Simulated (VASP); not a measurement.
# SnTe (NiAs type) (P6_3/mmc) in VASP: notebook

Runs on SnTe (NiAs type). Level: PBE. Tasks: single point.

Everything below comes from runs of VASP 6.6.1. Logs are shortened: lines on timing, memory, paths and dates and some standing lists are left out, and cuts for length are marked.

### Step 1. The cell of the first run

It takes space group P6_3/mmc (No. 194, hexagonal). The conventional cell has a = 4.022 Å, b = 4.022 Å, c = 7.975 Å, α = 90.00°, β = 90.00°, γ = 120.00°. Sn (site symmetry -3m) has 6 Te at 3.06 Å and 2 Sn at 3.99 Å within 4.0 Å. Te (site symmetry -6m2) has 6 Sn at 3.06 Å within 4.0 Å.

### Step 2. Single point, PBE

INCAR reads:

```
PREC = Accurate
ENCUT = 520
EDIFF = 1E-7
ISMEAR = -1
SIGMA = 0.1
LREAL = F
LASPH = T
NELM = 100
ALGO = Normal
ISIF = 2
LWAVE = F
LCHARG = F
GGA = PE
NBANDS = 28
```

KPOINTS reads:

```
regular mesh
0
Gamma
  9 9 5
```

POSCAR reads:

```
SnTe
1.0
    4.0223372695      0.0000000000      0.0000000000
   -2.0111686347      3.4834462580      0.0000000000
    0.0000000000      0.0000000000      7.9751091959
Sn Te
2 2
Direct
    0.0000000000      0.0000000000      0.0000000000
    0.0000000000      0.0000000000      0.5000000000
    0.3333333333      0.6666666667      0.2500000000
    0.6666666667      0.3333333333      0.7500000000
```

Potentials or basis: VASP PAW PBE potentials, release 64 (Sn_d, Te).

On the command line:

```bash
$ cat potpaw_PBE.64/Sn_d/POTCAR potpaw_PBE.64/Te/POTCAR > POTCAR
$ mpirun -np 1 vasp_std > vasp.out
```

OUTCAR:

```text
PREC = Accurate
   ENCUT = 520
   EDIFF = 1E-7
   ISMEAR = -1
   LREAL = F
   LASPH = T
   NELM = 100
   ISIF = 2
   GGA = PE

 ion  position               nearest neighbor table
   1  0.000  0.000  0.000-   3 3.06   4 3.06   3 3.06   4 3.06   4 3.06   3 3.06
   2  0.000  0.000  0.500-   3 3.06   4 3.06   3 3.06   4 3.06   4 3.06   3 3.06
   3  0.333  0.667  0.250-   1 3.06   2 3.06   1 3.06   2 3.06   1 3.06   2 3.06
   4  0.667  0.333  0.750-   1 3.06   2 3.06   1 3.06   2 3.06   1 3.06   2 3.06

  LATTYP: Found a hexagonal cell.
 ALAT       =     4.0223372695
 C/A-ratio  =     1.9827052436

  Lattice vectors:

 A1 = (   4.0223372695,   0.0000000000,   0.0000000000)
 A2 = (  -2.0111686347,   3.4834462580,   0.0000000000)
 A3 = (   0.0000000000,   0.0000000000,   7.9751091959)

Analysis of symmetry for initial positions (statically):
=====================================================================
 Subroutine PRICEL returns:
 Original cell was already a primitive cell.

 Routine SETGRP: Setting up the symmetry group for a
 hexagonal supercell.

 Subroutine GETGRP returns: Found 24 space group operations
 (whereof 12 operations were pure point group operations)
 out of a pool of 24 trial point group operations.

The static configuration has the point symmetry D_3d.
 The point group associated with its full space group is D_6h.

Analysis of symmetry for dynamics (positions and initial velocities):
=====================================================================
 Subroutine PRICEL returns:
 Original cell was already a primitive cell.

 Routine SETGRP: Setting up the symmetry group for a
 hexagonal supercell.

 Subroutine GETGRP returns: Found 24 space group operations
 (whereof 12 operations were pure point group operations)
 out of a pool of 24 trial point group operations.

The dynamic configuration has the point symmetry D_3d.
 The point group associated with its full space group is D_6h.

 Subroutine INISYM returns: Found 24 space group operations
 (whereof 12 operations are pure point group operations),
 and found     1 'primitive' translations

----------------------------------------------------------------------------------------

                                     Primitive cell

  volume of cell :     111.7440

  direct lattice vectors                    reciprocal lattice vectors
[... 83 lines left out ...]
   ISTART =      0    job   : 0-new  1-cont  2-samecut
   ICHARG =      2    charge: 1-file 2-atom 10-const
   ISPIN  =      1    spin polarized calculation?
   LNONCOLLINEAR =      F non collinear calculations
   LSORBIT =      F    spin-orbit coupling
   LASPH  =      T    aspherical Exc in radial PAW
   ENCUT  =  520.0 eV  38.22 Ry    6.18 a.u.   7.48  7.48 14.83*2*pi/ulx,y,z
   NELM   =    100;   NELMIN=  2; NELMDL= -5     # of ELM steps
   EDIFF  = 0.1E-06   stopping-criterion for ELM
   LREAL  =      F    real-space projection
   EDIFFG = 0.1E-05   stopping-criterion for IOM
   NSW    =      0    number of steps for IOM
   IBRION =     -1    ionic relax: 0-MD 1-quasi-New 2-CG
   NFREE  =      0    steps in history (QN), initial steepest desc. (CG)
   ISIF   =      2    stress and relaxation
   ISYM   =      2    0-nonsym 1-usesym 2-fastsym
   POTIM  = 0.5000    time-step for ionic-motion
   TEBEG  =    0.0;   TEEND  =   0.0 temperature during run
   PSTRESS=    0.0 pullay stress
   NELECT =      40.0000    total number of electrons
   NUPDOWN=      -1.0000    fix difference up-down
   EMIN   =  10.00;   EMAX   =-10.00  energy-range for DOS
   EFERMI =   0.00;   METHOD = LEGACY
   ISMEAR =    -1;   SIGMA  =   0.10  broadening in eV -4-tet -1-fermi 0-gaus
   EFERMI_NEDOS =   21; number of points for ismear=-14 and -15
   IALGO  =     38    algorithm
   IMIX   =      4    mixing-type and parameters
     AMIX     =   0.40;   BMIX     =  1.00
     AMIX_MAG =   1.60;   BMIX_MAG =  1.00
  volume/ion in A,a.u.               =      27.94       188.52
  Fermi-wavevector in a.u.,A,eV,Ry     =   1.162394  2.196606 18.383650  1.351160
  Thomas-Fermi vector in A             =   2.298956
   LORBIT       =      0    0 simple, 1 ext, 2 COOP (PROOUT), +10 PAW based schemes
   GGA     = PE    functional components
   LHFCALC =     F    Hartree Fock is set to
   AEXX    =    0.0000 exact exchange contribution
   IVDW    =     0    specifies the selected vdW correction
   LEPSILON=     F    determine dielectric tensor
   LRPA    =     F    only Hartree local field effects (RPA)
 non-spin polarized calculation
  energy-cutoff  :      520.00
  volume of cell :      111.74
 maximum number of plane-waves:      3031
 NGX is ok and might be reduce to    30
   NGX = 15   NGY = 15   NGZ = 29

 number of electron      39.9999987 magnetization

 Free energy of the ion-electron system (eV)
  ---------------------------------------------------
  ext. energy  EPLUGINS =         0.00000000
  ---------------------------------------------------
  free energy    TOTEN  =       -14.42069181 eV

  energy without entropy =      -14.39379903  energy(sigma->0) =      -14.40724542

 E-fermi :   8.3490     XC(G=0): -10.0364

 val. band max:        8.2054359116   @ k =   0.4444  -0.0000   0.0000
 cond. band min:       8.3608482329   @ k =   0.4444   0.1111   0.2000
 fundamental gap:      0.1554123213
 Fermi energy:         8.3490304980

 k-point     1 :       0.0000    0.0000    0.0000
  band No.  band energies     occupation
      1     -13.6004      2.00000
      2     -13.5945      2.00000
      3     -13.5945      2.00000
      4     -13.5864      2.00000
      5     -13.5864      2.00000
      6     -13.5736      2.00000
[... 733 lines left out ...]
     27      14.9553      0.00000
     28      14.9553      0.00000

 [... further k-points ...]
[... 5 lines left out ...]
  --------------------------------------------------------------------------------------
  -------------------------------------------------------------------------------------
  Total        5.9087944      5.9087944      5.9243147      0.0000000      0.0000000      0.0000000
  in kB       84.7198588     84.7198588     84.9423879      0.0000000      0.0000000      0.0000000
  external PRESSURE =      84.7940352 kB  Pullay stress =       0.0000000 kB

 VOLUME and BASIS-vectors are now :
 -----------------------------------------------------------------------------
  energy-cutoff  :      520.00
  volume of cell :      111.74
      direct lattice vectors                 reciprocal lattice vectors
     4.022337270  0.000000000  0.000000000     0.248611674  0.143536017  0.000000000
    -2.011168635  3.483446258  0.000000000     0.000000000  0.287072033  0.000000000
     0.000000000  0.000000000  7.975109196     0.000000000  0.000000000  0.125390133

 POSITION                                       TOTAL-FORCE (eV/Angst)
 -----------------------------------------------------------------------------------
      0.00000      0.00000      0.00000        -0.000000      0.000000     -0.000000
      0.00000      0.00000      3.98755        -0.000000      0.000000     -0.000000
     -0.00000      2.32230      1.99378        -0.000000      0.000000      0.000000
      2.01117      1.16115      5.98133         0.000000     -0.000000      0.000000
 -----------------------------------------------------------------------------------
    total drift:                               -0.000000      0.000000      0.000000

  FREE ENERGIE OF THE ION-ELECTRON SYSTEM (eV)
  ---------------------------------------------------
  free  energy   TOTEN  =       -14.4206918139 eV

  energy  without entropy=      -14.3937990327  energy(sigma->0) =      -14.40724542
```

stdout:

```text
POSCAR found type information on POSCAR SnTe
 POSCAR found :  2 types and       4 ions
 scaLAPACK will be used
 LDA part: xc-table for (Slater+PW92), standard interpolation
 POSCAR, INCAR and KPOINTS ok, starting setup
 FFT: planning ... GRIDC
 FFT: planning ... GRID_SOFT
 FFT: planning ... GRID
 WAVECAR not read
 entering main loop
```

It took 2.6 min on 1 thread of AMD EPYC 7R13, shared host; peak memory 0.25 GiB.

What came out:

| Item | Value |
| --- | --- |
| Free energy | -14.4207 eV |
| Pressure | 8.5 GPa |
| Band gap on the k mesh | zero (band 20 reaches 9.34 eV, above the bottom of band 21 at 7.83 eV) |

Caveat: spin-orbit coupling is left out, which moves the levels of the heavy elements.

### Step 3. Single point, PBE

INCAR reads:

```
SYSTEM = SnTe
PREC = Accurate
ENCUT = 520
EDIFF = 1E-6
ISMEAR = -1
SIGMA = 0.1
LREAL = .False.
LASPH = .True.
NELM = 100
ALGO = Normal
ISIF = 2
LWAVE = .False.
LCHARG = .False.
GGA = PE
NBANDS = 28
```

KPOINTS reads:

```
Automatic mesh
0
Gamma
  9 9 5
  0 0 0
```

POSCAR is that of step 2.

Potentials or basis: VASP PAW PBE potentials, release 64 (Sn_d, Te).

On the command line:

```bash
$ cat potpaw_PBE.64/Sn_d/POTCAR potpaw_PBE.64/Te/POTCAR > POTCAR
$ mpirun -np 1 vasp_std > vasp.out
```

OUTCAR:

```text
SYSTEM = SnTe
   PREC = Accurate
   ENCUT = 520
   EDIFF = 1E-6
   ISMEAR = -1
   LREAL = .False.
   LASPH = .True.
   NELM = 100
   ISIF = 2
   GGA = PE

 ion  position               nearest neighbor table
   1  0.000  0.000  0.000-   3 3.06   4 3.06   3 3.06   4 3.06   4 3.06   3 3.06
   2  0.000  0.000  0.500-   3 3.06   4 3.06   3 3.06   4 3.06   4 3.06   3 3.06
   3  0.333  0.667  0.250-   1 3.06   2 3.06   1 3.06   2 3.06   1 3.06   2 3.06
   4  0.667  0.333  0.750-   1 3.06   2 3.06   1 3.06   2 3.06   1 3.06   2 3.06

  LATTYP: Found a hexagonal cell.
 ALAT       =     4.0223372695
 C/A-ratio  =     1.9827052436

  Lattice vectors:

 A1 = (   4.0223372695,   0.0000000000,   0.0000000000)
 A2 = (  -2.0111686347,   3.4834462580,   0.0000000000)
 A3 = (   0.0000000000,   0.0000000000,   7.9751091959)

Analysis of symmetry for initial positions (statically):
=====================================================================
 Subroutine PRICEL returns:
 Original cell was already a primitive cell.

 Routine SETGRP: Setting up the symmetry group for a
 hexagonal supercell.

 Subroutine GETGRP returns: Found 24 space group operations
 (whereof 12 operations were pure point group operations)
 out of a pool of 24 trial point group operations.

The static configuration has the point symmetry D_3d.
 The point group associated with its full space group is D_6h.

Analysis of symmetry for dynamics (positions and initial velocities):
=====================================================================
 Subroutine PRICEL returns:
 Original cell was already a primitive cell.

 Routine SETGRP: Setting up the symmetry group for a
 hexagonal supercell.

 Subroutine GETGRP returns: Found 24 space group operations
 (whereof 12 operations were pure point group operations)
 out of a pool of 24 trial point group operations.

The dynamic configuration has the point symmetry D_3d.
[... 116 lines left out ...]
   NUPDOWN=      -1.0000    fix difference up-down
   EMIN   =  10.00;   EMAX   =-10.00  energy-range for DOS
   EFERMI =   0.00;   METHOD = LEGACY
   ISMEAR =    -1;   SIGMA  =   0.10  broadening in eV -4-tet -1-fermi 0-gaus
   EFERMI_NEDOS =   21; number of points for ismear=-14 and -15
   IALGO  =     38    algorithm
   IMIX   =      4    mixing-type and parameters
     AMIX     =   0.40;   BMIX     =  1.00
     AMIX_MAG =   1.60;   BMIX_MAG =  1.00
  volume/ion in A,a.u.               =      27.94       188.52
  Fermi-wavevector in a.u.,A,eV,Ry     =   1.162394  2.196606 18.383650  1.351160
  Thomas-Fermi vector in A             =   2.298956
   LORBIT       =      0    0 simple, 1 ext, 2 COOP (PROOUT), +10 PAW based schemes
   GGA     = PE    functional components
   LHFCALC =     F    Hartree Fock is set to
   AEXX    =    0.0000 exact exchange contribution
   IVDW    =     0    specifies the selected vdW correction
   LEPSILON=     F    determine dielectric tensor
   LRPA    =     F    only Hartree local field effects (RPA)
 non-spin polarized calculation
  energy-cutoff  :      520.00
  volume of cell :      111.74
 maximum number of plane-waves:      3031
 NGX is ok and might be reduce to    30
   NGX = 15   NGY = 15   NGZ = 29

 number of electron      39.9999987 magnetization

 Free energy of the ion-electron system (eV)
  ---------------------------------------------------
  ext. energy  EPLUGINS =         0.00000000
  ---------------------------------------------------
  free energy    TOTEN  =       -14.42069172 eV

  energy without entropy =      -14.39379857  energy(sigma->0) =      -14.40724515

 E-fermi :   8.3490     XC(G=0): -10.0364

 val. band max:        8.2054401668   @ k =   0.4444  -0.0000   0.0000
 cond. band min:       8.3608519796   @ k =   0.4444   0.1111   0.2000
 fundamental gap:      0.1554118128
 Fermi energy:         8.3490400329

 k-point     1 :       0.0000    0.0000    0.0000
  band No.  band energies     occupation
      1     -13.6004      2.00000
      2     -13.5945      2.00000
      3     -13.5945      2.00000
      4     -13.5864      2.00000
      5     -13.5864      2.00000
      6     -13.5736      2.00000
[... 733 lines left out ...]
     27      14.9553      0.00000
     28      14.9553      0.00000

 [... further k-points ...]
[... 5 lines left out ...]
  --------------------------------------------------------------------------------------
  -------------------------------------------------------------------------------------
  Total        5.9095258      5.9095258      5.9253515      0.0000000      0.0000000      0.0000000
  in kB       84.7303453     84.7303453     84.9572536      0.0000000      0.0000000      0.0000000
  external PRESSURE =      84.8059814 kB  Pullay stress =       0.0000000 kB

 VOLUME and BASIS-vectors are now :
 -----------------------------------------------------------------------------
  energy-cutoff  :      520.00
  volume of cell :      111.74
      direct lattice vectors                 reciprocal lattice vectors
     4.022337270  0.000000000  0.000000000     0.248611674  0.143536017  0.000000000
    -2.011168635  3.483446258  0.000000000     0.000000000  0.287072033  0.000000000
     0.000000000  0.000000000  7.975109196     0.000000000  0.000000000  0.125390133

 POSITION                                       TOTAL-FORCE (eV/Angst)
 -----------------------------------------------------------------------------------
      0.00000      0.00000      0.00000         0.000000      0.000000     -0.000000
      0.00000      0.00000      3.98755         0.000000      0.000000     -0.000000
     -0.00000      2.32230      1.99378        -0.000000      0.000000      0.000000
      2.01117      1.16115      5.98133         0.000000     -0.000000      0.000000
 -----------------------------------------------------------------------------------
    total drift:                               -0.000000      0.000000      0.000000

  FREE ENERGIE OF THE ION-ELECTRON SYSTEM (eV)
  ---------------------------------------------------
  free  energy   TOTEN  =       -14.4206917175 eV

  energy  without entropy=      -14.3937985726  energy(sigma->0) =      -14.40724515
```

OSZICAR:

```text
N       E                     dE             d eps       ncg     rms          rms(c)
DAV:   1     0.350322141521E+03    0.35032E+03   -0.18771E+04  2052   0.177E+03
DAV:   2     0.305917984376E+02   -0.31973E+03   -0.31181E+03  2056   0.467E+02
DAV:   3    -0.124922173797E+02   -0.43084E+02   -0.42202E+02  2436   0.147E+02
DAV:   4    -0.144186039456E+02   -0.19264E+01   -0.19072E+01  2344   0.320E+01
DAV:   5    -0.144926387791E+02   -0.74035E-01   -0.74018E-01  2792   0.653E+00    0.903E+00
DAV:   6    -0.144224071405E+02    0.70232E-01   -0.14289E-01  2632   0.259E+00    0.579E+00
DAV:   7    -0.144250612560E+02   -0.26541E-02   -0.11281E-01  2432   0.165E+00    0.407E-01
DAV:   8    -0.144203351066E+02    0.47261E-02   -0.23979E-02  2376   0.105E+00    0.412E-01
DAV:   9    -0.144206239283E+02   -0.28882E-03   -0.16244E-03  2464   0.193E-01    0.107E-01
DAV:  10    -0.144206892181E+02   -0.65290E-04   -0.96518E-05  2396   0.627E-02    0.445E-02
DAV:  11    -0.144206981766E+02   -0.89585E-05   -0.50520E-05  2384   0.486E-02    0.560E-02
DAV:  12    -0.144206920875E+02    0.60891E-05   -0.13156E-05  2012   0.250E-02    0.626E-03
DAV:  13    -0.144206917175E+02    0.36998E-06   -0.13494E-06  1344   0.558E-03
   1 F= -.14420692E+02 E0= -.14407245E+02  d E =-.268931E-01
```

Wall time 2.5 min (1 thread of AMD EPYC 7R13, shared host); peak memory 0.24 GiB.

Results:

```
Free energy            : -14.4207 eV
Pressure               : 8.5 GPa
Band gap on the k mesh : zero (band 20 reaches 9.34 eV, above the bottom of band 21 at 7.83 eV)
```

Caveat: spin-orbit coupling is left out, which moves the levels of the heavy elements.

(Continued in part 2 of 2.)
